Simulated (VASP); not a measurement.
# GaN (F-43m) in VASP: settings compared

GaN is run at these levels: PBE0, HSE06; tasks: single point.

All numbers are computed with VASP 6.6.1; they aren't measurements. Logs are shortened: lines on timing, memory, paths and dates and some standing lists are left out, and cuts for length are marked.

## 1. The cell of the first run

The structure is cubic, space group F-43m (No. 216). Conventional cell: a = 4.498 Å, b = 4.498 Å, c = 4.498 Å, α = 90.00°, β = 90.00°, γ = 90.00°. Ga (site symmetry -43m) has 4 N at 1.95 Å within 2.6 Å. N (site symmetry -43m) has 4 Ga at 1.95 Å within 2.6 Å.

## 2. Single point, PBE0

The input, POSCAR:

```
GaN
1.0
    0.0000000000      2.2489526325      2.2489526325
    2.2489526325      0.0000000000      2.2489526325
    2.2489526325      2.2489526325      0.0000000000
Ga N
1 1
Direct
    0.0000000000      0.0000000000      0.0000000000
    0.7500000000      0.7500000000      0.7500000000
```

The input, INCAR.step1:

```
PREC = Accurate
ENCUT = 520
EDIFF = 1E-5
ISMEAR = 0
SIGMA = 0.01
LREAL = F
LASPH = T
NELM = 80
ALGO = Normal
ISIF = 2
LWAVE = T
NBANDS = 16
GGA = PE
```

The input, INCAR.step2:

```
PREC = Accurate
ENCUT = 520
EDIFF = 1E-6
ISMEAR = 0
SIGMA = 0.01
LREAL = F
LASPH = T
NELM = 80
ALGO = Normal
ISIF = 2
LWAVE = F
LCHARG = T
GGA = PE
LHFCALC = T
AEXX = 0.25
PRECFOCK = Normal
LELF = T
LVHAR = T
NBANDS = 16
ISTART = 1
```

The input, KPOINTS:

```
regular mesh
0
Gamma
  6 6 6
```

Potentials or basis: VASP PAW PBE potentials, release 64 (Ga_d, N).

Command:

```
> cat potpaw_PBE.64/Ga_d/POTCAR potpaw_PBE.64/N/POTCAR > POTCAR
> cp INCAR.step1 INCAR
> mpirun -np 1 vasp_std > vasp.out
> cp INCAR.step2 INCAR
> mpirun -np 1 vasp_std > vasp.out
```

OUTCAR:

```text
PREC = Accurate
   ENCUT = 520
   EDIFF = 1E-6
   ISMEAR = 0
   LREAL = F
   LASPH = T
   NELM = 80
   ISIF = 2
   GGA = PE
   LHFCALC = T
   AEXX = 0.25
   PRECFOCK = Normal
   ISTART = 1

 ion  position               nearest neighbor table
   1  0.000  0.000  0.000-   2 1.95   2 1.95   2 1.95   2 1.95
   2  0.750  0.750  0.750-   1 1.95   1 1.95   1 1.95   1 1.95

  LATTYP: Found a face centered cubic cell.
 ALAT       =     4.4979052650

  Lattice vectors:

 A1 = (   0.0000000000,   2.2489526325,   2.2489526325)
 A2 = (   2.2489526325,   0.0000000000,   2.2489526325)
 A3 = (   2.2489526325,   2.2489526325,   0.0000000000)

Analysis of symmetry for initial positions (statically):
=====================================================================
 Subroutine PRICEL returns:
 Original cell was already a primitive cell.

 Routine SETGRP: Setting up the symmetry group for a
 face centered cubic supercell.

 Subroutine GETGRP returns: Found 24 space group operations
 (whereof 24 operations were pure point group operations)
 out of a pool of 48 trial point group operations.

The static configuration has the point symmetry T_d .

Analysis of symmetry for dynamics (positions and initial velocities):
=====================================================================
 Subroutine PRICEL returns:
 Original cell was already a primitive cell.

 Routine SETGRP: Setting up the symmetry group for a
 face centered cubic supercell.

 Subroutine GETGRP returns: Found 24 space group operations
 (whereof 24 operations were pure point group operations)
 out of a pool of 48 trial point group operations.

The dynamic configuration has the point symmetry T_d .

 Subroutine INISYM returns: Found 24 space group operations
 (whereof 24 operations are pure point group operations),
 and found     1 'primitive' translations

----------------------------------------------------------------------------------------

                                     Primitive cell

  volume of cell :      22.7495

  direct lattice vectors                    reciprocal lattice vectors
     0.000000000  2.248952632  2.248952632    -0.222325714  0.222325714  0.222325714
     2.248952632  0.000000000  2.248952632     0.222325714 -0.222325714  0.222325714
     2.248952632  2.248952632  0.000000000     0.222325714  0.222325714 -0.222325714

  length of vectors
     3.180499314  3.180499314  3.180499314     0.385079433  0.385079433  0.385079433

  position of ions in fractional coordinates (direct lattice)
[... 79 lines left out ...]
   TEBEG  =    0.0;   TEEND  =   0.0 temperature during run
   PSTRESS=    0.0 pullay stress
   NELECT =      18.0000    total number of electrons
   NUPDOWN=      -1.0000    fix difference up-down
   EMIN   =  10.00;   EMAX   =-10.00  energy-range for DOS
   EFERMI =   0.00;   METHOD = LEGACY
   ISMEAR =     0;   SIGMA  =   0.01  broadening in eV -4-tet -1-fermi 0-gaus
   EFERMI_NEDOS =   21; number of points for ismear=-14 and -15
   IALGO  =     38    algorithm
   IMIX   =      1    mixing-type and parameters
     AMIX     =   0.40;   BMIX     =  1.00
     AMIX_MAG =   1.60;   BMIX_MAG =  1.00
  volume/ion in A,a.u.               =      11.37        76.76
  Fermi-wavevector in a.u.,A,eV,Ry     =   1.514173  2.861371 31.194328  2.292718
  Thomas-Fermi vector in A             =   2.623866
   LORBIT       =      0    0 simple, 1 ext, 2 COOP (PROOUT), +10 PAW based schemes
   GGA     = PE    functional components
   LHFCALC =     T    Hartree Fock is set to
   PRECFOCK=normal    Normal, Fast or Accurate (Low or Medium for compatibility)
   ENCUT4O =  -1.0   cutoff for four orbital integrals eV
   NKREDX  =     1    reduce k-point grid by
   NKREDY  =     1    reduce k-point grid by
   NKREDZ  =     1    reduce k-point grid by
   AEXX    =    0.2500 exact exchange contribution
   HFSCREEN=    0.0000 screening length (either q_TF or 0.3 A-1)
   HFSCREENC=   0.0000 screening length for correlation (either q_TF or 0.3 A-1)
   ENCUTFOCK=  -1.0 apply spherical cutoff to Coloumb kernel
   IVDW    =     0    specifies the selected vdW correction
   LEPSILON=     F    determine dielectric tensor
   LRPA    =     F    only Hartree local field effects (RPA)
 non-spin polarized calculation
 Gauss-broadening in eV      SIGMA  =   0.01
  energy-cutoff  :      520.00
  volume of cell :       22.75
 maximum number of plane-waves:       624
  NGX = 18; NGY = 18; NGZ = 18

 number of electron      18.0000009 magnetization

 Free energy of the ion-electron system (eV)
  ---------------------------------------------------
  ext. energy  EPLUGINS =         0.00000000
  ---------------------------------------------------
  free energy    TOTEN  =       -15.66646244 eV

  energy without entropy =      -15.66646244  energy(sigma->0) =      -15.66646244

 E-fermi :   4.3037     XC(G=0):  -9.1867

 val. band max:        4.1409983817   @ k =   0.0000   0.0000   0.0000
 cond. band min:       7.8876511335   @ k =   0.0000   0.0000   0.0000
 fundamental gap:      3.7466527518
 Fermi energy:         4.3036841630

 k-point     1 :       0.0000    0.0000    0.0000
  band No.  band energies     occupation
      1     -13.3942      2.00000
      2     -11.4594      2.00000
      3     -11.4594      2.00000
      4     -11.4594      2.00000
      5     -11.1368      2.00000
      6     -11.1368      2.00000
[... 281 lines left out ...]
      3     -11.2655      2.00000
      4     -11.1584      2.00000
      5     -11.1011      2.00000
      6      -8.7403      2.00000
[... 8 lines left out ...]
     15      27.4281      0.00000
     16      30.1474      0.00000

------------------------ aborting loop because EDIFF is reached ----------------------------------------

  FORCE on cell =-STRESS in cart. coord.  units (eV):
  Direction    XX          YY          ZZ          XY          YZ          ZX
  --------------------------------------------------------------------------------------
  -------------------------------------------------------------------------------------
  Total       -0.0303304     -0.0303304     -0.0303304     -0.0000000      0.0000000     -0.0000000
  in kB       -2.1360845     -2.1360845     -2.1360845     -0.0000000      0.0000000     -0.0000000
  external PRESSURE =      -2.1360845 kB  Pullay stress =       0.0000000 kB

 VOLUME and BASIS-vectors are now :
 -----------------------------------------------------------------------------
  energy-cutoff  :      520.00
  volume of cell :       22.75
      direct lattice vectors                 reciprocal lattice vectors
     0.000000000  2.248952632  2.248952632    -0.222325714  0.222325714  0.222325714
     2.248952632  0.000000000  2.248952632     0.222325714 -0.222325714  0.222325714
     2.248952632  2.248952632  0.000000000     0.222325714  0.222325714 -0.222325714

 POSITION                                       TOTAL-FORCE (eV/Angst)
 -----------------------------------------------------------------------------------
      0.00000      0.00000      0.00000        -0.000000     -0.000000     -0.000000
      3.37343      3.37343      3.37343         0.000000      0.000000      0.000000
 -----------------------------------------------------------------------------------
    total drift:                                0.000019      0.000019      0.000013

  FREE ENERGIE OF THE ION-ELECTRON SYSTEM (eV)
  ---------------------------------------------------
  free  energy   TOTEN  =       -15.6664624355 eV

  energy  without entropy=      -15.6664624355  energy(sigma->0) =      -15.66646244
```

OUTCAR.step1:

```text
PREC = Accurate
   ENCUT = 520
   EDIFF = 1E-5
   ISMEAR = 0
   LREAL = F
   LASPH = T
[... 513 lines left out ...]
 -----------------------------------------------------------------------------------
      0.00000      0.00000      0.00000         0.000000      0.000000      0.000000
      3.37343      3.37343      3.37343        -0.000000     -0.000000     -0.000000
 -----------------------------------------------------------------------------------
    total drift:                               -0.000001     -0.000001     -0.000001

  FREE ENERGIE OF THE ION-ELECTRON SYSTEM (eV)
  ---------------------------------------------------
  free  energy   TOTEN  =       -12.1337828091 eV

  energy  without entropy=      -12.1337828091  energy(sigma->0) =      -12.13378281
```

Run time: 29 min. Hardware: 1 thread of Oxide Virtual Turin-like, shared host; peak memory 0.12 GiB.

What came out:

- Free energy: -15.6665 eV
- Pressure: -0.2 GPa
- Band gap on the k mesh: 3.75 eV

Caveat: the PAW data sets were made with another functional, which shifts forces and pressure a little.

## 3. Single point, HSE06

POSCAR is that of step 2.

The input, INCAR.step1:

```
ALGO = Normal
EDIFF = 1E-5
ENCUT = 520
GGA = PE
ISIF = 2
ISMEAR = -1
LASPH = T
LCHARG = F
LREAL = F
LWAVE = T
NBANDS = 16
NELM = 80
PREC = Accurate
SIGMA = 0.02
```

The input, INCAR.step2:

```
ALGO = Normal
EDIFF = 1E-6
ENCUT = 520
GGA = PE
HFSCREEN = 0.2079
ISIF = 2
ISMEAR = -1
ISTART = 1
LASPH = T
LCHARG = F
LHFCALC = T
LREAL = F
LWAVE = F
NBANDS = 16
NELM = 80
PREC = Accurate
PRECFOCK = Normal
SIGMA = 0.02
```

The input, KPOINTS:

```
k-points
0
Gamma
  6 6 6
```

Potentials or basis: VASP PAW PBE potentials, release 64 (Ga_d, N).

Command:

```
> cat potpaw_PBE.64/Ga_d/POTCAR potpaw_PBE.64/N/POTCAR > POTCAR
> cp INCAR.step1 INCAR
> mpirun -np 1 vasp_std > vasp.out
> cp INCAR.step2 INCAR
> mpirun -np 1 vasp_std > vasp.out
```

It took 47 min on 1 thread of Oxide Virtual Turin-like, shared host; peak memory 0.23 GiB.

The run converged. Its results:

```yaml
Free_energy: -14.7383 eV
Pressure: -0.1 GPa
Band_gap_on_the_k_mesh: 3.02 eV
```

Levels at points of the mesh, in eV from the valence-band top:
```tsv
k point	band 5	band 6	band 7	band 8	band 9	band 10	band 11	band 12	band 13	band 14
(0.00, 0.00, 0.00)	-15.25	-15.25	0.00	0.00	0.00	3.02	11.96	11.96	11.96	19.47
(0.50, 0.00, 0.00)	-15.21	-13.61	-7.58	-1.05	-1.05	6.13	10.45	11.94	11.94	17.39
(0.50, 0.50, 0.00)	-15.18	-13.05	-6.59	-2.93	-2.93	4.45	8.19	13.63	16.10	16.10
```

Caveat: the PAW data sets were made with another functional, which shifts forces and pressure a little.
